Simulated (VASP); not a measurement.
# BiN (P6_3/mmc) in VASP: further runs

BiN is run at these levels: PBEsol; tasks: single point, relaxation of cell and atoms.

All numbers are computed with VASP 6.6.1; they aren't measurements. Logs are shortened: lines on timing, memory, paths and dates and some standing lists are left out, and cuts for length are marked.

### Step 1. The cell of the first run

It takes space group P6_3/mmc (No. 194, hexagonal). The conventional cell has a = 3.489 Å, b = 3.489 Å, c = 6.351 Å, α = 90.00°, β = 90.00°, γ = 120.00°. Within 3.4 Å of Bi (site symmetry -3m) lie 6 N at 2.57 Å and 2 Bi at 3.18 Å. N (site symmetry -6m2) has 6 Bi at 2.57 Å within 3.4 Å.

### Step 2. Single point, PBEsol

INCAR reads:

```
SYSTEM = BiN
PREC = Accurate ; ENCUT = 520
EDIFF = 1E-6 ; ISMEAR = 0
SIGMA = 0.05 ; LREAL = .FALSE.
LASPH = .TRUE. ; NELM = 100
ALGO = Normal ; ISIF = 2
LWAVE = .FALSE. ; LCHARG = .FALSE.
GGA = PS ; NBANDS = 28
```

KPOINTS reads:

```
Automatic mesh
0
G
  10 10 6
  0 0 0
```

POSCAR reads:

```
BiN
1.0
    3.4892826067      0.0000000000      0.0000000000
   -1.7446413033      3.0218073784      0.0000000000
    0.0000000000      0.0000000000      6.3512157958
Bi N
2 2
Direct
    0.0000000000      0.0000000000      0.0000000000
    0.0000000000      0.0000000000      0.5000000000
    0.3333333333      0.6666666667      0.2500000000
    0.6666666667      0.3333333333      0.7500000000
```

Potentials or basis: VASP PAW PBE potentials, release 64 (Bi_d, N).

Command:

```console
cat potpaw_PBE.64/Bi_d/POTCAR potpaw_PBE.64/N/POTCAR > POTCAR
mpirun -np 1 vasp_std > vasp.out
```

OUTCAR:

```text
SYSTEM = BiN
   PREC = Accurate
   ENCUT = 520
   EDIFF = 1E-6
   ISMEAR = 0
   LREAL = .FALSE.
   LASPH = .TRUE.
   NELM = 100
   ISIF = 2
   GGA = PS

 ion  position               nearest neighbor table
   1  0.000  0.000  0.000-   3 2.57   4 2.57   3 2.57   4 2.57   4 2.57   3 2.57   2 3.18   2 3.18

   2  0.000  0.000  0.500-   3 2.57   4 2.57   3 2.57   4 2.57   4 2.57   3 2.57   1 3.18   1 3.18

   3  0.333  0.667  0.250-   1 2.57   2 2.57   1 2.57   2 2.57   1 2.57   2 2.57
   4  0.667  0.333  0.750-   1 2.57   2 2.57   1 2.57   2 2.57   1 2.57   2 2.57

  LATTYP: Found a hexagonal cell.
 ALAT       =     3.4892826067
 C/A-ratio  =     1.8202067622

  Lattice vectors:

 A1 = (   3.4892826067,   0.0000000000,   0.0000000000)
 A2 = (  -1.7446413033,   3.0218073784,   0.0000000000)
 A3 = (   0.0000000000,   0.0000000000,   6.3512157958)

Analysis of symmetry for initial positions (statically):
=====================================================================
 Subroutine PRICEL returns:
 Original cell was already a primitive cell.

 Routine SETGRP: Setting up the symmetry group for a
 hexagonal supercell.

 Subroutine GETGRP returns: Found 24 space group operations
 (whereof 12 operations were pure point group operations)
 out of a pool of 24 trial point group operations.

The static configuration has the point symmetry D_3d.
 The point group associated with its full space group is D_6h.

Analysis of symmetry for dynamics (positions and initial velocities):
=====================================================================
 Subroutine PRICEL returns:
 Original cell was already a primitive cell.

 Routine SETGRP: Setting up the symmetry group for a
 hexagonal supercell.

 Subroutine GETGRP returns: Found 24 space group operations
 (whereof 12 operations were pure point group operations)
 out of a pool of 24 trial point group operations.

The dynamic configuration has the point symmetry D_3d.
 The point group associated with its full space group is D_6h.

 Subroutine INISYM returns: Found 24 space group operations
 (whereof 12 operations are pure point group operations),
 and found     1 'primitive' translations

----------------------------------------------------------------------------------------

                                     Primitive cell

  volume of cell :      66.9668

  direct lattice vectors                    reciprocal lattice vectors
     3.489282607  0.000000000  0.000000000     0.286591862  0.165463889  0.000000000
    -1.744641303  3.021807378  0.000000000     0.000000000  0.330927778  0.000000000
     0.000000000  0.000000000  6.351215796     0.000000000  0.000000000  0.157450169

  length of vectors
     3.489282607  3.489282607  6.351215796     0.330927778  0.330927778  0.157450169

  position of ions in fractional coordinates (direct lattice)
     0.000000000  0.000000000  0.000000000
     0.000000000  0.000000000  0.500000000
     0.333333333  0.666666667  0.250000000
     0.666666667  0.333333333  0.750000000

  ion indices of the primitive-cell ions
   primitive index   ion index
                 1           1
                 2           2
                 3           3
                 4           4

----------------------------------------------------------------------------------------

 KPOINTS: Automatic mesh

Automatic generation of k-mesh.
 Grid dimensions read from file:
 generate k-points for:   10   10    6

 Generating k-lattice:

  Cartesian coordinates                     Fractional coordinates (reciprocal lattice)
     0.028659186  0.016546389  0.000000000     0.100000000 -0.000000000  0.000000000
     0.000000000  0.033092778  0.000000000     0.000000000  0.100000000  0.000000000
     0.000000000  0.000000000  0.026241695     0.000000000  0.000000000  0.166666667

  Length of vectors
     0.033092778  0.033092778  0.026241695

  Shift w.r.t. Gamma in fractional coordinates (k-lattice)
     0.000000000  0.000000000  0.000000000

 Subroutine IBZKPT returns following result:
 ===========================================

 Found     56 irreducible k-points:

 Following reciprocal coordinates:
            Coordinates               Weight
  0.000000  0.000000  0.000000      1.000000
  0.100000  0.000000  0.000000      6.000000
  0.200000  0.000000  0.000000      6.000000
  0.300000  0.000000  0.000000      6.000000
  0.400000 -0.000000  0.000000      6.000000
  0.500000  0.000000  0.000000      3.000000
[... 16 lines left out ...]
  0.300000  0.100000  0.166667     24.000000
  0.400000  0.100000  0.166667     24.000000
 [... further k-points ...]
   k-points           NKPTS =     56   k-points in BZ     NKDIM =     56   number of bands    NBANDS=     28
   number of dos      NEDOS =    301   number of ions     NIONS =      4
   total plane-waves  NPLWV =  37632
   dimension x,y,z NGX =    28 NGY =   28 NGZ =   48
   dimension x,y,z NGXF=    56 NGYF=   56 NGZF=   96
   ions per type =               2   2
   NGX,Y,Z   is equivalent  to a cutoff of  13.34, 13.34, 12.56 a.u.
   NGXF,Y,Z  is equivalent  to a cutoff of  26.68, 26.68, 25.13 a.u.
 SYSTEM =  BiN
   PREC   = accura    normal or accurate (medium, high low for compatibility)
   ISTART =      0    job   : 0-new  1-cont  2-samecut
   ICHARG =      2    charge: 1-file 2-atom 10-const
   ISPIN  =      1    spin polarized calculation?
   LNONCOLLINEAR =      F non collinear calculations
   LSORBIT =      F    spin-orbit coupling
   LASPH  =      T    aspherical Exc in radial PAW
   ENCUT  =  520.0 eV  38.22 Ry    6.18 a.u.   6.49  6.49 11.81*2*pi/ulx,y,z
   NELM   =    100;   NELMIN=  2; NELMDL= -5     # of ELM steps
   EDIFF  = 0.1E-05   stopping-criterion for ELM
   LREAL  =      F    real-space projection
   EDIFFG = 0.1E-04   stopping-criterion for IOM
   NSW    =      0    number of steps for IOM
   IBRION =     -1    ionic relax: 0-MD 1-quasi-New 2-CG
   NFREE  =      0    steps in history (QN), initial steepest desc. (CG)
   ISIF   =      2    stress and relaxation
   ISYM   =      2    0-nonsym 1-usesym 2-fastsym
   POTIM  = 0.5000    time-step for ionic-motion
   TEBEG  =    0.0;   TEEND  =   0.0 temperature during run
   PSTRESS=    0.0 pullay stress
   NELECT =      40.0000    total number of electrons
   NUPDOWN=      -1.0000    fix difference up-down
   EMIN   =  10.00;   EMAX   =-10.00  energy-range for DOS
   EFERMI =   0.00;   METHOD = LEGACY
   ISMEAR =     0;   SIGMA  =   0.05  broadening in eV -4-tet -1-fermi 0-gaus
   EFERMI_NEDOS =   21; number of points for ismear=-14 and -15
   IALGO  =     38    algorithm
   IMIX   =      4    mixing-type and parameters
     AMIX     =   0.40;   BMIX     =  1.00
     AMIX_MAG =   1.60;   BMIX_MAG =  1.00
  volume/ion in A,a.u.               =      16.74       112.98
  Fermi-wavevector in a.u.,A,eV,Ry     =   1.378716  2.605396 25.862750  1.900859
  Thomas-Fermi vector in A             =   2.503752
   LORBIT       =      0    0 simple, 1 ext, 2 COOP (PROOUT), +10 PAW based schemes
   GGA     = PS    functional components
   LHFCALC =     F    Hartree Fock is set to
   AEXX    =    0.0000 exact exchange contribution
   IVDW    =     0    specifies the selected vdW correction
   LEPSILON=     F    determine dielectric tensor
   LRPA    =     F    only Hartree local field effects (RPA)
 non-spin polarized calculation
 Gauss-broadening in eV      SIGMA  =   0.05
  energy-cutoff  :      520.00
  volume of cell :       66.97
 maximum number of plane-waves:      1829
 NGX is ok and might be reduce to    28
   NGX = 13   NGY = 13   NGZ = 23

 number of electron      40.0000007 magnetization

 Free energy of the ion-electron system (eV)
  ---------------------------------------------------
  ext. energy  EPLUGINS =         0.00000000
  ---------------------------------------------------
  free energy    TOTEN  =       -22.48815056 eV

  energy without entropy =      -22.48624005  energy(sigma->0) =      -22.48719531

 E-fermi :   8.9117     XC(G=0): -11.4855

 val. band max:        8.9073391893   @ k =   0.4000   0.2000   0.3333
 cond. band min:       8.9185468761   @ k =   0.4000  -0.0000   0.1667
 fundamental gap:      0.0112076868
 Fermi energy:         8.9116652245

 k-point     1 :       0.0000    0.0000    0.0000
  band No.  band energies     occupation
      1     -14.5394      2.00000
      2     -14.3394      2.00000
      3     -14.3394      2.00000
      4     -14.3191      2.00000
      5     -14.3191      2.00000
      6     -14.2735      2.00000
[... 20 lines left out ...]
     27      16.1834      0.00000
     28      17.8621      0.00000

 k-point     2 :       0.1000    0.0000    0.0000
  band No.  band energies     occupation
      1     -14.5327      2.00000
      2     -14.3428      2.00000
      3     -14.3248      2.00000
      4     -14.3216      2.00000
      5     -14.3053      2.00000
      6     -14.2875      2.00000
[... 20 lines left out ...]
     27      16.6437      0.00000
     28      16.8951      0.00000

 k-point     3 :       0.2000    0.0000    0.0000
  band No.  band energies     occupation
      1     -14.5165      2.00000
      2     -14.3533      2.00000
      3     -14.3308      2.00000
      4     -14.3207      2.00000
      5     -14.2878      2.00000
      6     -14.2806      2.00000
[... 20 lines left out ...]
     27      15.4921      0.00000
     28      17.7327      0.00000

 k-point     4 :       0.3000    0.0000    0.0000
  band No.  band energies     occupation
      1     -14.5012      2.00000
      2     -14.3816      2.00000
      3     -14.3450      2.00000
      4     -14.3414      2.00000
      5     -14.2911      2.00000
      6     -14.2369      2.00000
[... 20 lines left out ...]
     27      15.2454      0.00000
     28      18.6766      0.00000

 k-point     5 :       0.4000   -0.0000    0.0000
  band No.  band energies     occupation
      1     -14.4946      2.00000
      2     -14.4127      2.00000
      3     -14.3577      2.00000
      4     -14.3441      2.00000
      5     -14.2976      2.00000
      6     -14.2143      2.00000
[... 20 lines left out ...]
     27      15.4349      0.00000
     28      18.3898      0.00000

 k-point     6 :       0.5000    0.0000    0.0000
  band No.  band energies     occupation
      1     -14.4940      2.00000
      2     -14.4242      2.00000
      3     -14.3627      2.00000
      4     -14.3435      2.00000
      5     -14.3001      2.00000
      6     -14.2209      2.00000
[... 463 lines left out ...]
      5     -14.2980      2.00000
      6     -14.2864      2.00000
[... 20 lines left out ...]
     27      16.1581      0.00000
     28      18.3017      0.00000

 k-point    22 :       0.2000    0.1000    0.1667
  band No.  band energies     occupation
      1     -14.4801      2.00000
      2     -14.3590      2.00000
      3     -14.3318      2.00000
      4     -14.3290      2.00000
      5     -14.2833      2.00000
      6     -14.2573      2.00000
[... 20 lines left out ...]
     27      15.6907      0.00000
     28      18.8439      0.00000

 k-point    23 :       0.3000    0.1000    0.1667
  band No.  band energies     occupation
      1     -14.4683      2.00000
      2     -14.3848      2.00000
      3     -14.3422      2.00000
      4     -14.3360      2.00000
      5     -14.2928      2.00000
      6     -14.2207      2.00000
[... 20 lines left out ...]
     27      15.8297      0.00000
     28      18.3041      0.00000

 k-point    24 :       0.4000    0.1000    0.1667
  band No.  band energies     occupation
      1     -14.4656      2.00000
      2     -14.4028      2.00000
      3     -14.3499      2.00000
      4     -14.3327      2.00000
      5     -14.2989      2.00000
      6     -14.2304      2.00000
[... 20 lines left out ...]
     27      16.0540      0.00000
     28      17.9844      0.00000

 [... further k-points ...]
[... 5 lines left out ...]
  --------------------------------------------------------------------------------------
  -------------------------------------------------------------------------------------
  Total        0.0072048      0.0072048      0.0230904      0.0000000     -0.0000000     -0.0000000
  in kB        0.1723745      0.1723745      0.5524352      0.0000000     -0.0000000     -0.0000000
  external PRESSURE =       0.2990614 kB  Pullay stress =       0.0000000 kB

 VOLUME and BASIS-vectors are now :
 -----------------------------------------------------------------------------
  energy-cutoff  :      520.00
  volume of cell :       66.97
      direct lattice vectors                 reciprocal lattice vectors
     3.489282607  0.000000000  0.000000000     0.286591862  0.165463889  0.000000000
    -1.744641303  3.021807378  0.000000000     0.000000000  0.330927778  0.000000000
     0.000000000  0.000000000  6.351215796     0.000000000  0.000000000  0.157450169

 POSITION                                       TOTAL-FORCE (eV/Angst)
 -----------------------------------------------------------------------------------
      0.00000      0.00000      0.00000         0.000000      0.000000      0.000000
      0.00000      0.00000      3.17561         0.000000      0.000000      0.000000
     -0.00000      2.01454      1.58780        -0.000000     -0.000000     -0.000000
      1.74464      1.00727      4.76341        -0.000000      0.000000     -0.000000
 -----------------------------------------------------------------------------------
    total drift:                               -0.000000     -0.000000      0.000000

  FREE ENERGIE OF THE ION-ELECTRON SYSTEM (eV)
  ---------------------------------------------------
  free  energy   TOTEN  =       -22.4881505615 eV

  energy  without entropy=      -22.4862400521  energy(sigma->0) =      -22.48719531
```

It took 38 s on 1 thread of Intel Xeon 6975P-C (Granite Rapids), shared host; peak memory 0.23 GiB.

Results:

- Free energy: -22.4882 eV
- Pressure: 0.0 GPa
- Band gap on the k mesh: zero (band 20 reaches 9.46 eV, above the bottom of band 21 at 8.38 eV)

Levels at points of the mesh, in eV from the Fermi level:
| k point | band 18 | band 19 | band 20 | band 21 | band 22 | band 23 |
| --- | --- | --- | --- | --- | --- | --- |
| (0.00, 0.00, 0.00) | -1.39 | -1.39 | -0.87 | 1.09 | 4.24 | 4.24 |
| (0.50, 0.00, 0.00) | -1.60 | -1.45 | -1.05 | -0.54 | 2.34 | 2.51 |
| (0.00, 0.00, 0.50) | -1.71 | -1.71 | -1.71 | 2.71 | 2.71 | 4.55 |
| (0.50, 0.00, 0.50) | -3.15 | -2.87 | -2.87 | 2.48 | 2.48 | 3.16 |

Caveat: the PAW data sets were made with another functional, which shifts forces and pressure a little; spin-orbit coupling is left out, which moves the levels of the heavy elements.

(Continued in part 2 of 2.)
